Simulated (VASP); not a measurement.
A run of VASP 6.6.1 is set up as follows.

The input INCAR:

```
SYSTEM = SnTe
PREC = Accurate
ENCUT = 500
EDIFF = 1E-7
ISMEAR = -1
SIGMA = 0.05
LREAL = .FALSE.
LASPH = .TRUE.
NELM = 300
ALGO = All
ISIF = 3
LWAVE = .FALSE.
LCHARG = .FALSE.
GGA = PE
IBRION = 2
NSW = 60
EDIFFG = -0.005
PSTRESS = 320.0
GGA_COMPAT = .FALSE.
NELMIN = 4
ISEARCH = 1
KPAR = 4
```

The input KPOINTS:

```
regular mesh
0
G
  9 9 5
  0 0 0
```

File POSCAR:

```
SnTe
1.0
    4.1477867375      0.0000000000      0.0000000000
   -2.0738933688      3.5920886842      0.0000000000
    0.0000000000      0.0000000000      6.7608923822
Sn Te
2 2
Direct
    0.3333333333      0.6666666667      0.0000000000
    0.6666666667      0.3333333333      0.5000000000
    0.3333333333      0.6666666667      0.3760000000
    0.6666666667      0.3333333333      0.8760000000
```

Potentials or basis: VASP PAW PBE potentials, release 64 (Sn_d, Te).

The run is started by

```bash
$ cat potpaw_PBE.64/Sn_d/POTCAR potpaw_PBE.64/Te/POTCAR > POTCAR
$ mpirun -np 4 vasp_std > vasp.out
```

(1) Predict the space group after relaxing (to 0.1 Å).

(2) Estimate the relaxed volume.

(3) Estimate the relaxed cell.

(4) Predict the band gap on the k mesh.

Answers

(1) P6_3/mmc (No. 194).

(2) 26.31 Å³/atom.

(3) a = 4.661 Å, b = 4.661 Å, c = 5.593 Å, α = 90.00°, β = 90.00°, γ = 120.00°.

(4) zero (bands 20 and 21 overlap by 0.84 eV).

Caveat: the cell is relaxed towards a set pressure, so the run minimises the enthalpy, not the energy; a cell axis changed by over 15 % at a fixed basis, so the end point is rough; spin-orbit coupling is left out, which moves the levels of the heavy elements.
